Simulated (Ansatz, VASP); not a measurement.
**One calculation of Ge, two programs**

INCAR

```
PREC     = Accurate       # precision mode
ENCUT    = 520            # plane-wave cutoff, eV
EDIFF    = 1E-7           # SCF threshold, eV
ISMEAR   = 0              # smearing method
SIGMA    = 0.1            # smearing width, eV
LREAL    = F              # projectors in reciprocal space
LASPH    = T              # aspherical terms in the spheres
NELM     = 100            # most SCF steps
ALGO     = Normal         # electronic algorithm
ISIF     = 2              # what is computed and relaxed
LWAVE    = F              # write WAVECAR
LCHARG   = F              # write CHGCAR
GGA      = PE             # functional
NBANDS   = 66             # bands
```

The input KPOINTS:

```
Automatic mesh
0
Gamma
  6 4 4
```

POSCAR

```
Ge
1.0
    3.6515384700      0.0000000000      0.0000000000
    0.0000000000      6.2719048800      0.0000000000
    0.0000000000      0.0000000000      6.6113703700
Ge
8
Direct
    0.1439704100      0.5629558500      0.1590805600
    0.1439704100      0.9370441500      0.6590805600
    0.6439704100      0.0629558500      0.8409194400
    0.3560295900      0.9370441500      0.1590805600
    0.8560295900      0.0629558500      0.3409194400
    0.8560295900      0.4370441500      0.8409194400
    0.6439704100      0.4370441500      0.3409194400
    0.3560295900      0.5629558500      0.6590805600
```

Input for Ansatz:

```yaml
crystal:
  lattice:
    - [3.65153847, 0.0, 0.0]
    - [0.0, 6.27190488, 0.0]
    - [0.0, 0.0, 6.61137037]
  atoms:
    - { symbol: Ge, position: [0.14397041, 0.56295585, 0.15908056] }
    - { symbol: Ge, position: [0.14397041, 0.93704415, 0.65908056] }
    - { symbol: Ge, position: [0.64397041, 0.06295585, 0.84091944] }
    - { symbol: Ge, position: [0.35602959, 0.93704415, 0.15908056] }
    - { symbol: Ge, position: [0.85602959, 0.06295585, 0.34091944] }
    - { symbol: Ge, position: [0.85602959, 0.43704415, 0.84091944] }
    - { symbol: Ge, position: [0.64397041, 0.43704415, 0.34091944] }
    - { symbol: Ge, position: [0.35602959, 0.56295585, 0.65908056] }
basis:
  ecutwfc: 420
kpoints:
  mp_grid: { grid: [6, 4, 4] }
hamiltonian:
  xc: pbe
scf:
  occupations: { method: gaussian, width: 0.1 }
  lower_state_search: "off"
output:
  forces: true
  stress: true
  eigenvalues: true
```

Alike in both runs: task single point; functional PBE; k mesh 6 × 4 × 4; occupations gaussian, width 0.1 eV; no spin polarisation.

|  | VASP | Ansatz |
| --- | --- | --- |
| version | VASP 6.6.1 | Ansatz 0.2.0 |
| potentials or method | VASP PAW PBE potentials, release 64 (Ge_d), cutoff 520 eV | scalar-relativistic, plane waves, PAW |
| valence electrons in the cell | 112 | 112 |

|  | VASP | Ansatz | Ansatz less VASP |
| --- | --- | --- | --- |
| gap on the k mesh at the Fermi level (eV) | none | none | - |
| pressure (GPa) | 15.6 | 15.7 | +0.08 |
| traceless stress, the component that is largest in VASP (GPa) | 7.17 | 7.20 | +0.033 |
| rms of the force components (eV/Å) | 0.728 | 0.732 | +0.0042 |

Atom by atom the forces differ by 0.004 eV/Å (rms over components). A gap of «none» marks a metal or a gap that the smearing closes. The functional is the same, so the differences come from potentials, cutoffs and numerics.
